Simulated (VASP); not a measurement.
# Rh (P6_3/mmc) in VASP: notebook, part 2 of 2

VASP 6.6.1. The steps go on from the part before.

## (3) Single point, PBEsol (strain +0.015 along x and y, -0.030 along z)

The input, INCAR:

```
SYSTEM = Rh
  ALGO = Fast
  EDIFF = 1E-6
  ENCUT = 520
  GGA = PS
  ISIF = 2
  ISMEAR = 0
  LASPH = .True.
  LCHARG = .True.
  LELF = .True.
  LREAL = .False.
  LVHAR = .True.
  LWAVE = .False.
  NBANDS = 22
  NELM = 100
  PREC = Accurate
  SIGMA = 0.15
```

The input, KPOINTS:

```
k-points
0
Gamma
  18 18 12
  0 0 0
```

The input, POSCAR:

```
Rh
1.0
    2.7719437279      0.0000000000      0.0000000000
   -1.3859718639      2.4005736862      0.0000000000
    0.0000000000      0.0000000000      4.2956343300
Rh
2
Direct
    0.6666666667      0.3333333333      0.7500000000
    0.3333333333      0.6666666667      0.2500000000
```

Potentials or basis: VASP PAW PBE potentials, release 64 (Rh_pv).

Started as:

```
$ cat potpaw_PBE.64/Rh_pv/POTCAR > POTCAR
$ mpirun -np 1 vasp_std > vasp.out
```

OUTCAR:

```text
SYSTEM = Rh
   EDIFF = 1E-6
   ENCUT = 520
   GGA = PS
   ISIF = 2
   ISMEAR = 0
   LASPH = .True.
   LREAL = .False.
   NELM = 100
   PREC = Accurate

 ion  position               nearest neighbor table
   1  0.667  0.333  0.750-   2 2.68   2 2.68   2 2.68   2 2.68   2 2.68   2 2.68
   2  0.333  0.667  0.250-   1 2.68   1 2.68   1 2.68   1 2.68   1 2.68   1 2.68

  LATTYP: Found a hexagonal cell.
 ALAT       =     2.7719437279
 C/A-ratio  =     1.5496830930

  Lattice vectors:

 A1 = (   2.7719437279,   0.0000000000,   0.0000000000)
 A2 = (  -1.3859718639,   2.4005736862,   0.0000000000)
 A3 = (   0.0000000000,   0.0000000000,   4.2956343300)

Analysis of symmetry for initial positions (statically):
=====================================================================
 Subroutine PRICEL returns:
 Original cell was already a primitive cell.

 Routine SETGRP: Setting up the symmetry group for a
 hexagonal supercell.

 Subroutine GETGRP returns: Found 24 space group operations
 (whereof 12 operations were pure point group operations)
 out of a pool of 24 trial point group operations.

The static configuration has the point symmetry D_3d.
 The point group associated with its full space group is D_6h.

Analysis of symmetry for dynamics (positions and initial velocities):
=====================================================================
 Subroutine PRICEL returns:
 Original cell was already a primitive cell.

 Routine SETGRP: Setting up the symmetry group for a
 hexagonal supercell.

 Subroutine GETGRP returns: Found 24 space group operations
 (whereof 12 operations were pure point group operations)
 out of a pool of 24 trial point group operations.

The dynamic configuration has the point symmetry D_3d.
 The point group associated with its full space group is D_6h.

 Subroutine INISYM returns: Found 24 space group operations
 (whereof 12 operations are pure point group operations),
 and found     1 'primitive' translations

----------------------------------------------------------------------------------------

[... 112 lines left out ...]
     AMIX_MAG =   1.60;   BMIX_MAG =  1.00
  volume/ion in A,a.u.               =      14.29        96.45
  Fermi-wavevector in a.u.,A,eV,Ry     =   1.663692  3.143923 37.659184  2.767872
  Thomas-Fermi vector in A             =   2.750365
   LORBIT       =      0    0 simple, 1 ext, 2 COOP (PROOUT), +10 PAW based schemes
   GGA     = PS    functional components
   LHFCALC =     F    Hartree Fock is set to
   AEXX    =    0.0000 exact exchange contribution
   IVDW    =     0    specifies the selected vdW correction
   LEPSILON=     F    determine dielectric tensor
   LRPA    =     F    only Hartree local field effects (RPA)
 non-spin polarized calculation
 RMM-DIIS sequential band-by-band and
 Gauss-broadening in eV      SIGMA  =   0.15
  energy-cutoff  :      520.00
  volume of cell :       28.58
 maximum number of plane-waves:       786
 NGX is ok and might be reduce to    24
   NGX = 11   NGY = 11   NGZ = 15

 number of electron      30.0000002 magnetization

 Free energy of the ion-electron system (eV)
  ---------------------------------------------------
  ext. energy  EPLUGINS =         0.00000000
  ---------------------------------------------------
  free energy    TOTEN  =       -16.12895871 eV

  energy without entropy =      -16.08870156  energy(sigma->0) =      -16.10883013

 E-fermi :  11.1686     XC(G=0): -13.9657

 val. band max:       11.1685252940   @ k =   0.0556   0.0000   0.3333
 cond. band min:      11.1727599487   @ k =   0.3333   0.2222   0.1667
 fundamental gap:      0.0042346547
 Fermi energy:        11.1686278015

 k-point     1 :       0.0000    0.0000    0.0000
  band No.  band energies     occupation
      1     -35.9309      2.00000
      2     -35.3050      2.00000
      3     -35.3050      2.00000
      4     -35.2023      2.00000
      5     -35.1852      2.00000
      6     -35.1852      2.00000
[... 589 lines left out ...]
     21      22.2938      0.00000
     22      25.8198      0.00000

 [... further k-points ...]

------------------------ aborting loop because EDIFF is reached ----------------------------------------

  FORCE on cell =-STRESS in cart. coord.  units (eV):
  Direction    XX          YY          ZZ          XY          YZ          ZX
  --------------------------------------------------------------------------------------
  -------------------------------------------------------------------------------------
  Total       -2.8319438     -2.8319438     -1.2759149     -0.0000000     -0.0000000     -0.0000000
  in kB     -158.7334496   -158.7334496    -71.5163808     -0.0000000     -0.0000000     -0.0000000
  external PRESSURE =    -129.6610933 kB  Pullay stress =       0.0000000 kB

 VOLUME and BASIS-vectors are now :
 -----------------------------------------------------------------------------
  energy-cutoff  :      520.00
  volume of cell :       28.58
      direct lattice vectors                 reciprocal lattice vectors
     2.771943728  0.000000000  0.000000000     0.360757684  0.208283546  0.000000000
    -1.385971864  2.400573686  0.000000000     0.000000000  0.416567092  0.000000000
     0.000000000  0.000000000  4.295634330     0.000000000  0.000000000  0.232794489

 POSITION                                       TOTAL-FORCE (eV/Angst)
 -----------------------------------------------------------------------------------
      1.38597      0.80019      3.22173         0.000000     -0.000000      0.000000
     -0.00000      1.60038      1.07391        -0.000000      0.000000      0.000000
 -----------------------------------------------------------------------------------
    total drift:                               -0.000000      0.000000     -0.000000

  FREE ENERGIE OF THE ION-ELECTRON SYSTEM (eV)
  ---------------------------------------------------
  free  energy   TOTEN  =       -16.1289587063 eV

  energy  without entropy=      -16.0887015635  energy(sigma->0) =      -16.10883013
```

OSZICAR:

```text
N       E                     dE             d eps       ncg     rms          rms(c)
DAV:   1     0.325556799025E+03    0.32556E+03   -0.18992E+04 11436   0.158E+03
DAV:   2    -0.101480088336E+02   -0.33570E+03   -0.32344E+03 11828   0.472E+02
DAV:   3    -0.173259814236E+02   -0.71780E+01   -0.71357E+01 13304   0.777E+01
DAV:   4    -0.173734506399E+02   -0.47469E-01   -0.47464E-01 12758   0.638E+00
DAV:   5    -0.173742009508E+02   -0.75031E-03   -0.75030E-03 13496   0.832E-01    0.144E+01
RMM:   6    -0.161673273316E+02    0.12069E+01   -0.28302E+00 11700   0.141E+01    0.442E+00
RMM:   7    -0.161370578869E+02    0.30269E-01   -0.11077E-01 12015   0.263E+00    0.200E+00
RMM:   8    -0.161303159196E+02    0.67420E-02   -0.24265E-02 12417   0.155E+00    0.446E-01
RMM:   9    -0.161289233535E+02    0.13926E-02   -0.37969E-03 13296   0.563E-01    0.196E-02
RMM:  10    -0.161289585659E+02   -0.35212E-04   -0.30247E-04 13363   0.177E-01    0.155E-02
RMM:  11    -0.161289594944E+02   -0.92846E-06   -0.30677E-05 13991   0.545E-02    0.592E-03
RMM:  12    -0.161289583410E+02    0.11534E-05   -0.70490E-06 12236   0.208E-02    0.163E-03
RMM:  13    -0.161289587063E+02   -0.36532E-06   -0.12533E-06  8291   0.103E-02
   1 F= -.16128959E+02 E0= -.16108830E+02  d E =-.402571E-01
```

stdout:

```text
POSCAR found type information on POSCAR Rh
 POSCAR found :  1 types and       2 ions
 scaLAPACK will be used
 -----------------------------------------------------------------------------
|                                                                             |
|                                                                             |
|     You enforced a specific xc type in the INCAR file but a different       |
|     I HOPE YOU KNOW WHAT YOU ARE DOING!                                     |
|                                                                             |
 -----------------------------------------------------------------------------

 LDA part: xc-table for (Slater+PW92), standard interpolation
 POSCAR, INCAR and KPOINTS ok, starting setup
 FFT: planning ... GRIDC
 FFT: planning ... GRID_SOFT
 FFT: planning ... GRID
 WAVECAR not read
 entering main loop
```

Wall time 65 s (1 thread of Intel Xeon 6975P-C (Granite Rapids), shared host); peak memory 0.24 GiB.

What came out:

```yaml
Free_energy: -16.1290 eV
Pressure: -13.0 GPa
Band_gap_on_the_k_mesh: zero (band 15 reaches 11.72 eV, above the bottom of band 16 at 9.53 eV)
```

Levels at points of the mesh, in eV from the Fermi level:
| k point | band 11 | band 12 | band 13 | band 14 | band 15 | band 16 | band 17 | band 18 | band 19 | band 20 |
| --- | --- | --- | --- | --- | --- | --- | --- | --- | --- | --- |
| (0.00, 0.00, 0.00) | -2.64 | -2.33 | -2.33 | -2.11 | -2.11 | 0.10 | 0.10 | 1.11 | 8.80 | 15.54 |
| (0.50, 0.00, 0.00) | -2.41 | -2.23 | -1.97 | 0.19 | 0.55 | 0.71 | 2.76 | 4.73 | 10.10 | 10.81 |
| (0.00, 0.00, 0.50) | -3.10 | -3.10 | -2.93 | -2.93 | -0.41 | -0.41 | -0.41 | -0.41 | 14.90 | 14.90 |
| (0.50, 0.00, 0.50) | -1.74 | -1.74 | -0.34 | -0.34 | 0.42 | 0.42 | 2.51 | 2.51 | 8.80 | 8.80 |

Caveat: the cell differs from its parent crystal (strain +0.015 along x and y, -0.030 along z); the PAW data sets were made with another functional, which shifts forces and pressure a little.

## (4) Single point, PBEsol (strain +0.000 along x and y, +0.015 along z)

The input, INCAR:

```
PREC = Accurate
ENCUT = 520
EDIFF = 1E-7
ISMEAR = 0
SIGMA = 0.15
LREAL = F
LASPH = T
NELM = 80
ALGO = Fast
ISIF = 2
LWAVE = F
LCHARG = F
GGA = PS
NBANDS = 22
```

The input, KPOINTS:

```
Automatic mesh
0
Gamma
  18 18 12
```

The input, POSCAR:

```
Rh
1.0
    2.7309790422      0.0000000000      0.0000000000
   -1.3654895211      2.3650972278      0.0000000000
    0.0000000000      0.0000000000      4.4949163350
Rh
2
Direct
    0.6666666667      0.3333333333      0.7500000000
    0.3333333333      0.6666666667      0.2500000000
```

Started as:

```
$ cat potpaw_PBE.64/Rh_pv/POTCAR > POTCAR
$ mpirun -np 1 vasp_std > vasp.out
```

It took 78 s on 1 thread of Intel Xeon 6975P-C (Granite Rapids), shared host; peak memory 0.23 GiB.

Results (log left out):

| Property | Result |
| --- | --- |
| Free energy | -16.0998 eV |
| Pressure | -16.8 GPa |
| Band gap on the k mesh | zero (band 15 reaches 11.49 eV, above the bottom of band 16 at 9.21 eV) |

Stress tensor (GPa, compression positive):
```
-15.17   0.00   0.00
  0.00 -15.17   0.00
  0.00   0.00 -20.01
```

Levels at points of the mesh, in eV from the Fermi level:
```csv
k point,band 13,band 14,band 15,band 16,band 17,band 18
"(0.00, 0.00, 0.00)",-2.33,-1.64,-1.64,0.15,0.15,0.56
"(0.50, 0.00, 0.00)",-1.96,0.48,0.54,0.73,2.89,4.89
"(0.00, 0.00, 0.50)",-2.86,-2.86,-0.39,-0.39,-0.39,-0.39
"(0.50, 0.00, 0.50)",-0.27,-0.27,0.63,0.63,2.57,2.57
```

Caveat: the cell differs from its parent crystal (strain +0.000 along x and y, +0.015 along z); the PAW data sets were made with another functional, which shifts forces and pressure a little.

## (5) Single point, PBEsol (strain +0.015 along x and y, -0.015 along z)

The input, INCAR:

```
SYSTEM = Rh
ALGO = Fast ; EDIFF = 1E-6
ENCUT = 520 ; GGA = PS
ISIF = 2 ; ISMEAR = 0
LASPH = .True. ; LCHARG = .False.
LREAL = .False. ; LWAVE = .False.
NBANDS = 22 ; NELM = 60
PREC = Accurate ; SIGMA = 0.15
```

The input, KPOINTS:

```
k-points
0
Gamma
  18 18 12
  0 0 0
```

The input, POSCAR:

```
Rh
1.0
    2.7719437279      0.0000000000      0.0000000000
   -1.3859718639      2.4005736862      0.0000000000
    0.0000000000      0.0000000000      4.3620616650
Rh
2
Direct
    0.6666666667      0.3333333333      0.7500000000
    0.3333333333      0.6666666667      0.2500000000
```

Started as:

```
$ cat potpaw_PBE.64/Rh_pv/POTCAR > POTCAR
$ mpirun -np 1 vasp_std > vasp.out
```

It took 53 s on 1 thread of Intel Xeon 6975P-C (Granite Rapids), shared host; peak memory 0.24 GiB.

The run converged. Its results:

* Free energy: -16.1009 eV
* Pressure: -16.5 GPa
* Band gap on the k mesh: zero (band 15 reaches 11.47 eV, above the bottom of band 16 at 9.26 eV)

Stress tensor (GPa, compression positive):
```
-18.14   0.00   0.00
  0.00 -18.14   0.00
  0.00   0.00 -13.36
```

Levels at points of the mesh, in eV from the Fermi level:
| k point | band 13 | band 14 | band 15 | band 16 | band 17 | band 18 |
| --- | --- | --- | --- | --- | --- | --- |
| (0.00, 0.00, 0.00) | -2.29 | -1.95 | -1.95 | 0.11 | 0.11 | 0.97 |
| (0.50, 0.00, 0.00) | -1.98 | 0.26 | 0.58 | 0.64 | 2.76 | 4.72 |
| (0.00, 0.00, 0.50) | -2.92 | -2.92 | -0.41 | -0.41 | -0.41 | -0.41 |
| (0.50, 0.00, 0.50) | -0.31 | -0.31 | 0.46 | 0.46 | 2.51 | 2.51 |

Caveat: the cell differs from its parent crystal (strain +0.015 along x and y, -0.015 along z); the PAW data sets were made with another functional, which shifts forces and pressure a little.

## (6) Overview

```csv
cell,further INCAR settings,gap on the mesh (eV),pressure (GPa)
"a = 2.690, b = 2.690, c = 4.561 Å, angles 90.0, 90.0, 120.0°, 2 atoms",ALGO = Fast; EDIFF = 1e-06; NBANDS = 22,none,-13.1
"a = 2.772, b = 2.772, c = 4.296 Å, angles 90.0, 90.0, 120.0°, 2 atoms",ALGO = Fast; EDIFF = 1e-06; NBANDS = 22,none,-13.0
"a = 2.731, b = 2.731, c = 4.495 Å, angles 90.0, 90.0, 120.0°, 2 atoms",ALGO = Fast; EDIFF = 1e-07; NBANDS = 22,none,-16.8
"a = 2.772, b = 2.772, c = 4.362 Å, angles 90.0, 90.0, 120.0°, 2 atoms",ALGO = Fast; EDIFF = 1e-06; NBANDS = 22,none,-16.5
```

Alike in all rows: task single point; level PBEsol; potentials or basis VASP PAW PBE potentials, release 64 (Rh_pv); no spin polarisation; k mesh 18 × 18 × 12; cutoff (eV) 520; smearing gaussian 0.15 eV.

Caveats: the PAW data sets were made with another functional, which shifts forces and pressure a little.

Total energies depend on the potentials used, so only differences within one code and one set of settings carry meaning.
